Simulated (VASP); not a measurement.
Write the native input for VASP 6.6.1 that does the following.

```
Task                               : single point
Functional                         : PBE-based screened hybrid
Potentials or basis                : VASP PAW PBE potentials, release 64 (Ga_d, P)
Cutoff                             : 520 eV
k mesh                             : 4 × 4 × 4
Occupations                        : gaussian, width 0.01 eV
Spin                               : no spin polarisation
Dipole correction                  : no
Grid for exact exchange (PRECFOCK) : Normal
Share of exact exchange            : 0.1
Further INCAR settings             : ALGO = Normal; EDIFF = 1e-06; NBANDS = 16
Screening parameter                : 0.2078 1/Å
```

The system is GaP.

```
Ga P
1.0
     0.00000    2.72540    2.72540
     2.72540    0.00000    2.72540
     2.72540    2.72540    0.00000
Ga P
1 1
Direct
  0.00000 0.00000 0.00000
  0.25000 0.25000 0.25000
```

The input as run:

POSCAR

```
GaP
1.0
    0.0000000000      2.7253992957      2.7253992957
    2.7253992957      0.0000000000      2.7253992957
    2.7253992957      2.7253992957      0.0000000000
Ga P
1 1
Direct
    0.0000000000      0.0000000000      0.0000000000
    0.2500000000      0.2500000000      0.2500000000
```

INCAR.step1

```
SYSTEM = GaP
PREC     = Accurate       ! precision mode
ENCUT    = 520            ! plane-wave cutoff, eV
EDIFF    = 1E-5           ! SCF threshold, eV
ISMEAR   = 0              ! smearing method
SIGMA    = 0.01           ! smearing width, eV
LREAL    = .FALSE.        ! projectors in reciprocal space
LASPH    = .TRUE.         ! aspherical terms in the spheres
NELM     = 60             ! most SCF steps
ALGO     = Normal         ! electronic algorithm
ISIF     = 2              ! what is computed and relaxed
LWAVE    = .TRUE.         ! write WAVECAR
GGA      = PE             ! functional
NBANDS   = 16             ! bands
```

INCAR.step2

```
SYSTEM = GaP
PREC     = Accurate       ! precision mode
ENCUT    = 520            ! plane-wave cutoff, eV
EDIFF    = 1E-6           ! SCF threshold, eV
ISMEAR   = 0              ! smearing method
SIGMA    = 0.01           ! smearing width, eV
LREAL    = .FALSE.        ! projectors in reciprocal space
LASPH    = .TRUE.         ! aspherical terms in the spheres
NELM     = 60             ! most SCF steps
ALGO     = Normal         ! electronic algorithm
ISIF     = 2              ! what is computed and relaxed
LWAVE    = .FALSE.        ! write WAVECAR
LCHARG   = .TRUE.         ! write CHGCAR
GGA      = PE             ! functional
LHFCALC  = .TRUE.         ! exact exchange
AEXX     = 0.1            ! exact-exchange fraction
HFSCREEN = 0.2078         ! screening, 1/A
PRECFOCK = Normal       
LELF     = .TRUE.         ! ELF
LVHAR    = .TRUE.       
ISTART   = 1            
NBANDS   = 16             ! bands
```

KPOINTS

```
Automatic mesh
0
G
  4 4 4
  0 0 0
```

Potentials or basis: VASP PAW PBE potentials, release 64 (Ga_d, P).

The run is started by

```sh
$ cat potpaw_PBE.64/Ga_d/POTCAR potpaw_PBE.64/P/POTCAR > POTCAR
$ cp INCAR.step1 INCAR
$ mpirun -np 1 vasp_std > vasp.out
$ cp INCAR.step2 INCAR
$ mpirun -np 1 vasp_std > vasp.out
```

Results of the run:

- Pressure: 2.1 GPa
- Band gap on the k mesh: 1.89 eV, indirect (least direct gap 2.21 eV)

Caveat: the k points lie up to 0.50 Å⁻¹ apart; the PAW data sets were made with another functional, which shifts forces and pressure a little.

It took 4.8 min on 1 thread of Intel(R) Xeon(R) Platinum 8488C (Sapphire Rapids), with other jobs on the host, peak memory 0.27 GiB.
